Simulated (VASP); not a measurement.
# Zn5Se8 (P1) in VASP: single point with PBE

Aim: the single point of Zn5Se8 with PBE.

All numbers are computed with VASP 6.6.1; they aren't measurements. Logs are shortened: lines on timing, memory, paths and dates and some standing lists are left out, and cuts for length are marked.

### Step 1. The cell of the first run

The typed cell holds 13 atoms: a = 8.189 Å, b = 8.620 Å, c = 8.163 Å, α = 58.47°, β = 63.73°, γ = 39.19°.

### Step 2. Single point, PBE (atoms taken out, then relaxed in part)

INCAR reads:

```
SYSTEM = Zn5Se8
ALGO = Normal
EDIFF = 1E-6
ENCUT = 520
GGA = PE
ISIF = 2
ISMEAR = 0
ISYM = 0
LASPH = .TRUE.
LCHARG = .FALSE.
LREAL = .FALSE.
LWAVE = .FALSE.
NBANDS = 66
NELM = 80
PREC = Accurate
SIGMA = 0.1
```

KPOINTS reads:

```
k-points
0
G
  4 4 3
  0 0 0
```

POSCAR reads:

```
Zn5Se8
1.0
   -0.8718000208      4.5287106614     -6.7673573359
   -5.2169745431      0.9149921048     -6.8005121419
   -6.1370257760      5.3828878759      0.0210278834
Zn Se
5 8
Direct
    0.5118429489      1.0068627196      0.4915612318
    0.1776129328      0.8891826154      0.4977729720
    0.5144200872      0.0193358687      0.9837883218
    0.3874786004      0.6799576113      0.9331844553
    1.0234402649      0.5322725583      0.9702306582
    0.6461845215      0.0794913979      0.1447822085
    0.1091682712      0.1108783715      0.1449721468
    0.6143179593      0.6064664515      0.1329860778
    0.1350892748      0.5851802322      0.1539239349
    0.5790755083      0.1466624048      0.6309761528
    0.0974158642      0.1200097571      0.6572852228
    0.6213080439      0.5961153034      0.6245676288
    0.0847844157      0.6349998659      0.6237637547
```

Potentials or basis: VASP PAW PBE potentials, release 64 (Zn, Se).

Started as:

```bash
$ cat potpaw_PBE.64/Zn/POTCAR potpaw_PBE.64/Se/POTCAR > POTCAR
$ mpirun -np 1 vasp_std > vasp.out
```

OUTCAR:

```text
SYSTEM = Zn5Se8
   EDIFF = 1E-6
   ENCUT = 520
   GGA = PE
   ISIF = 2
   ISMEAR = 0
   ISYM = 0
   LASPH = .TRUE.
   LREAL = .FALSE.
   NELM = 80
   PREC = Accurate

 ion  position               nearest neighbor table
   1  0.512  0.007  0.492-  10 2.46   6 2.46  12 2.54  11 2.55
   2  0.178  0.889  0.498-  13 2.44  11 2.45   7 2.50  12 2.65
   3  0.514  0.019  0.984-   6 2.45  10 2.45   7 2.56   8 2.58   5 2.82   5 2.84
   4  0.387  0.680  0.933-   9 2.44  12 2.45   8 2.51  11 2.63
   5  0.023  0.532  0.970-  13 2.42   9 2.42   8 2.65   7 2.69   3 2.82   3 2.84
   6  0.646  0.079  0.145-   3 2.45   1 2.46   9 2.77
   7  0.109  0.111  0.145-   2 2.50   3 2.56   5 2.69   8 2.79
   8  0.614  0.606  0.133-   4 2.51   3 2.58   5 2.65   7 2.79
   9  0.135  0.585  0.154-   5 2.42   4 2.44   6 2.77
  10  0.579  0.147  0.631-   3 2.45   1 2.46  13 2.77
  11  0.097  0.120  0.657-   2 2.45   1 2.55   4 2.63  12 2.66
  12  0.621  0.596  0.625-   4 2.45   1 2.54   2 2.65  11 2.66
  13  0.085  0.635  0.624-   5 2.42   2 2.44  10 2.77

IMPORTANT INFORMATION: All symmetrisations will be switched off!
NOSYMM: (Re-)initialisation of all symmetry stuff for point group C_1.

----------------------------------------------------------------------------------------

                                     Primitive cell

  volume of cell :     309.6146

  direct lattice vectors                    reciprocal lattice vectors
    -0.871800021  4.528710661 -6.767357336     0.118294289  0.135150684 -0.072564606
    -5.216974543  0.914992105 -6.800512142    -0.117963297 -0.134198398 -0.074608933
    -6.137025776  5.382887876  0.021027883    -0.079471304  0.094880693  0.073731926

  length of vectors
     8.189406623  8.619802743  8.163271981     0.193713366  0.193626038  0.144063982

  position of ions in fractional coordinates (direct lattice)
     0.511842949  0.006862720  0.491561232
     0.177612933  0.889182615  0.497772972
     0.514420087  0.019335869  0.983788322
     0.387478600  0.679957611  0.933184455
     0.023440265  0.532272558  0.970230658
     0.646184521  0.079491398  0.144782208
     0.109168271  0.110878372  0.144972147
     0.614317959  0.606466451  0.132986078
     0.135089275  0.585180232  0.153923935
     0.579075508  0.146662405  0.630976153
     0.097415864  0.120009757  0.657285223
     0.621308044  0.596115303  0.624567629
     0.084784416  0.634999866  0.623763755

  ion indices of the primitive-cell ions
   primitive index   ion index
                 1           1
                 2           2
                 3           3
                 4           4
                 5           5
                 6           6
                 7           7
                 8           8
                 9           9
                10          10
                11          11
                12          12
                13          13

----------------------------------------------------------------------------------------

 KPOINTS: k-points

Automatic generation of k-mesh.
 Grid dimensions read from file:
 generate k-points for:    4    4    3

 Generating k-lattice:

  Cartesian coordinates                     Fractional coordinates (reciprocal lattice)
     0.029573572  0.033787671 -0.018141152     0.250000000 -0.000000000 -0.000000000
    -0.029490824 -0.033549599 -0.018652233    -0.000000000  0.250000000 -0.000000000
    -0.026490435  0.031626898  0.024577309     0.000000000  0.000000000  0.333333333

  Length of vectors
     0.048428342  0.048406509  0.048021327

  Shift w.r.t. Gamma in fractional coordinates (k-lattice)
     0.000000000  0.000000000  0.000000000

 Subroutine IBZKPT returns following result:
 ===========================================

 Found     26 irreducible k-points:

 Following reciprocal coordinates:
            Coordinates               Weight
  0.000000  0.000000  0.000000      1.000000
  0.250000  0.000000 -0.000000      2.000000
  0.500000  0.000000 -0.000000      1.000000
  0.000000  0.250000  0.000000      2.000000
  0.250000  0.250000 -0.000000      2.000000
  0.500000  0.250000 -0.000000      2.000000
[... 16 lines left out ...]
  0.000000 -0.250000  0.333333      2.000000
  0.250000 -0.250000  0.333333      2.000000
 [... further k-points ...]
   k-points           NKPTS =     26   k-points in BZ     NKDIM =     26   number of bands    NBANDS=     66
   number of dos      NEDOS =    301   number of ions     NIONS =     13
   total plane-waves  NPLWV = 262144
   dimension x,y,z NGX =    64 NGY =   64 NGZ =   64
   dimension x,y,z NGXF=   128 NGYF=  128 NGZF=  128
   ions per type =               5   8
   NGX,Y,Z   is equivalent  to a cutoff of  12.99, 12.34, 13.03 a.u.
   NGXF,Y,Z  is equivalent  to a cutoff of  25.98, 24.69, 26.07 a.u.
 SYSTEM =  Zn5Se8
   PREC   = accura    normal or accurate (medium, high low for compatibility)
   ISTART =      0    job   : 0-new  1-cont  2-samecut
   ICHARG =      2    charge: 1-file 2-atom 10-const
   ISPIN  =      1    spin polarized calculation?
   LNONCOLLINEAR =      F non collinear calculations
   LSORBIT =      F    spin-orbit coupling
   LASPH  =      T    aspherical Exc in radial PAW
   ENCUT  =  520.0 eV  38.22 Ry    6.18 a.u.  15.23 16.03 15.18*2*pi/ulx,y,z
   NELM   =     80;   NELMIN=  2; NELMDL= -5     # of ELM steps
   EDIFF  = 0.1E-05   stopping-criterion for ELM
   LREAL  =      F    real-space projection
   EDIFFG = 0.1E-04   stopping-criterion for IOM
   NSW    =      0    number of steps for IOM
   IBRION =     -1    ionic relax: 0-MD 1-quasi-New 2-CG
   NFREE  =      0    steps in history (QN), initial steepest desc. (CG)
   ISIF   =      2    stress and relaxation
   ISYM   =      0    0-nonsym 1-usesym 2-fastsym
   POTIM  = 0.5000    time-step for ionic-motion
   TEBEG  =    0.0;   TEEND  =   0.0 temperature during run
   PSTRESS=    0.0 pullay stress
   NELECT =     108.0000    total number of electrons
   NUPDOWN=      -1.0000    fix difference up-down
   EMIN   =  10.00;   EMAX   =-10.00  energy-range for DOS
   EFERMI =   0.00;   METHOD = LEGACY
   ISMEAR =     0;   SIGMA  =   0.10  broadening in eV -4-tet -1-fermi 0-gaus
   EFERMI_NEDOS =   21; number of points for ismear=-14 and -15
   IALGO  =     38    algorithm
   IMIX   =      4    mixing-type and parameters
     AMIX     =   0.40;   BMIX     =  1.00
     AMIX_MAG =   1.60;   BMIX_MAG =  1.00
  volume/ion in A,a.u.               =      23.82       160.72
  Fermi-wavevector in a.u.,A,eV,Ry     =   1.152415  2.177749 18.069362  1.328061
  Thomas-Fermi vector in A             =   2.289066
   LORBIT       =      0    0 simple, 1 ext, 2 COOP (PROOUT), +10 PAW based schemes
   GGA     = PE    functional components
   LHFCALC =     F    Hartree Fock is set to
   AEXX    =    0.0000 exact exchange contribution
   IVDW    =     0    specifies the selected vdW correction
   LEPSILON=     F    determine dielectric tensor
   LRPA    =     F    only Hartree local field effects (RPA)
 non-spin polarized calculation
 Gauss-broadening in eV      SIGMA  =   0.10
  energy-cutoff  :      520.00
  volume of cell :      309.61
 maximum number of plane-waves:      8353
 NGX is ok and might be reduce to    64
   NGX = 31   NGY = 33   NGZ = 31

 number of electron     108.0000003 magnetization

 Free energy of the ion-electron system (eV)
  ---------------------------------------------------
  ext. energy  EPLUGINS =         0.00000000
  ---------------------------------------------------
  free energy    TOTEN  =       -38.50470231 eV

  energy without entropy =      -38.50470231  energy(sigma->0) =      -38.50470231

 E-fermi :   2.1928     XC(G=0):  -9.2480

 val. band max:        1.7686156946   @ k =   0.0000   0.0000   0.0000
 cond. band min:       2.9239759347   @ k =   0.0000   0.0000   0.0000
 fundamental gap:      1.1553602401
 Fermi energy:         2.1928464086

 k-point     1 :       0.0000    0.0000    0.0000
  band No.  band energies     occupation
      1     -12.0871      2.00000
      2     -11.6230      2.00000
      3     -11.4321      2.00000
      4     -11.3686      2.00000
      5      -9.6452      2.00000
      6      -9.5051      2.00000
[... 58 lines left out ...]
     65       6.0643      0.00000
     66       6.2078      0.00000

 k-point     2 :       0.2500    0.0000   -0.0000
  band No.  band energies     occupation
      1     -11.8321      2.00000
      2     -11.4006      2.00000
      3     -11.2361      2.00000
      4     -11.1546      2.00000
      5     -10.1588      2.00000
      6      -9.9521      2.00000
[... 58 lines left out ...]
     65       6.5914      0.00000
     66       6.9786      0.00000

 k-point     3 :       0.5000    0.0000   -0.0000
  band No.  band energies     occupation
      1     -11.1460      2.00000
      2     -11.0874      2.00000
      3     -10.8237      2.00000
      4     -10.7595      2.00000
      5     -10.7028      2.00000
      6     -10.6501      2.00000
[... 1438 lines left out ...]
     65       7.0398      0.00000
     66       7.1996      0.00000

 k-point    24 :       0.2500   -0.2500    0.3333
  band No.  band energies     occupation
      1     -11.0710      2.00000
      2     -11.0370      2.00000
      3     -10.8805      2.00000
      4     -10.8096      2.00000
      5     -10.7358      2.00000
      6     -10.6354      2.00000
[... 58 lines left out ...]
     65       7.6177      0.00000
     66       7.8228      0.00000

 [... further k-points ...]
[... 5 lines left out ...]
  --------------------------------------------------------------------------------------
  -------------------------------------------------------------------------------------
  Total        0.4323401      0.1494420      0.3828266     -0.1347660     -0.0059400      0.0181034
  in kB        2.2372510      0.7733247      1.9810314     -0.6973802     -0.0307383      0.0936808
  external PRESSURE =       1.6638690 kB  Pullay stress =       0.0000000 kB

 VOLUME and BASIS-vectors are now :
 -----------------------------------------------------------------------------
  energy-cutoff  :      520.00
  volume of cell :      309.61
      direct lattice vectors                 reciprocal lattice vectors
    -0.871800021  4.528710661 -6.767357336     0.118294289  0.135150684 -0.072564606
    -5.216974543  0.914992105 -6.800512142    -0.117963297 -0.134198398 -0.074608933
    -6.137025776  5.382887876  0.021027883    -0.079471304  0.094880693  0.073731926

 POSITION                                       TOTAL-FORCE (eV/Angst)
 -----------------------------------------------------------------------------------
     -3.49875      4.97029     -3.50016         0.007261     -0.012035      0.022400
     -7.84853      4.29741     -7.23840         0.007027      0.034112     -0.029252
     -6.58688      7.64297     -3.59207        -0.000494      0.002225      0.022990
     -9.61210      7.40016     -7.22664        -0.004324     -0.010125     -0.010927
     -8.75162      5.81582     -3.75795        -0.004541      0.019894      0.020711
     -1.86658      3.77846     -4.91050        -0.006369      0.002079     -0.030837
     -1.56332      1.37621     -1.48976         0.014553     -0.038335     -0.002027
     -4.51562      4.05283     -8.27880        -0.026961      0.021589     -0.002380
     -4.11528      1.97577     -4.89049        -0.009565      0.021378      0.015725
     -5.14229      6.15313     -4.90292         0.000739      0.002271     -0.022503
     -4.74479      4.08907     -1.46155        -0.039638      0.004561     -0.009983
     -7.48456      6.72114     -8.24537         0.040930     -0.025866      0.018350
     -7.21475      4.32263     -4.87897         0.021380     -0.021748      0.007732
 -----------------------------------------------------------------------------------
    total drift:                               -0.000881      0.000713     -0.000538

  FREE ENERGIE OF THE ION-ELECTRON SYSTEM (eV)
  ---------------------------------------------------
  free  energy   TOTEN  =       -38.5047023092 eV

  energy  without entropy=      -38.5047023091  energy(sigma->0) =      -38.50470231
```

Wall time 23 min (1 thread of Intel Xeon Platinum 8259CL at 2.50GHz (Skylake/Cascade Lake), shared host); peak memory 0.76 GiB.

What came out:

```
Free energy            : -38.5047 eV
Pressure               : 0.2 GPa
Largest force          : 0.052 eV/Å
Band gap on the k mesh : zero (bands 54 and 55 overlap by 3.59 eV)
```

Forces on the atoms (eV/Å):
```
Zn   0.007 -0.012  0.022
Zn   0.007  0.034 -0.029
Zn   0.000  0.002  0.023
Zn  -0.004 -0.010 -0.011
Zn  -0.005  0.020  0.021
Se  -0.006  0.002 -0.031
Se   0.015 -0.038 -0.002
Se  -0.027  0.022 -0.002
Se  -0.010  0.021  0.016
Se   0.001  0.002 -0.023
Se  -0.040  0.005 -0.010
Se   0.041 -0.026  0.018
Se   0.021 -0.022  0.008
```

Caveat: the cell differs from its parent crystal (atoms taken out, then relaxed in part).

The gap in the log of VASP goes by the Fermi energy; the results here count the filled bands.